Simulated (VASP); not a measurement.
Input of a VASP 6.6.1 run:

The input INCAR:

```
PREC = Accurate
ENCUT = 520
EDIFF = 1E-7
ISMEAR = -1
SIGMA = 0.03
LREAL = F
LASPH = T
NELM = 150
ALGO = Normal
ISIF = 2
LWAVE = F
LCHARG = F
ISPIN = 2
MAGMOM = 0 2.7 0 0
LORBIT = 11
NUPDOWN = 2.7
LMAXMIX = 4
GGA = CA
NBANDS = 28
```

File KPOINTS:

```
Automatic mesh
0
Gamma
  11 11 11
```

Contents of POSCAR:

```
NaVS2
1.0
    1.7993010104      1.0388269227      6.4610546979
   -1.7993010104      1.0388269227      6.4610546979
    0.0000000000     -2.0776538454      6.4610546979
Na V S
1 1 2
Direct
    0.5000000000      0.5000000000      0.5000000000
    0.0000000000      0.0000000000      0.0000000000
    0.2643788700      0.2643788700      0.2643788700
    0.7356211300      0.7356211300      0.7356211300
```

Potentials or basis: VASP PAW LDA potentials, release 64 (Na_pv, V_sv, S).

Command:

```sh
$ cat potpaw_LDA.64/Na_pv/POTCAR potpaw_LDA.64/V_sv/POTCAR potpaw_LDA.64/S/POTCAR > POTCAR
$ mpirun -np 1 vasp_std > vasp.out
```

Question: Predict the largest force.

Answer: 0.448 eV/Å.

Question: Estimate the pressure.

Answer: -4.9 GPa.

Stress tensor (GPa, compression positive):
```
-5.04  0.00  0.00
 0.00 -5.04  0.00
 0.00  0.00 -4.62
```

Caveat: the cell stands under tension; the total moment is fixed, so each spin has its own Fermi level and the state may be an excited one.
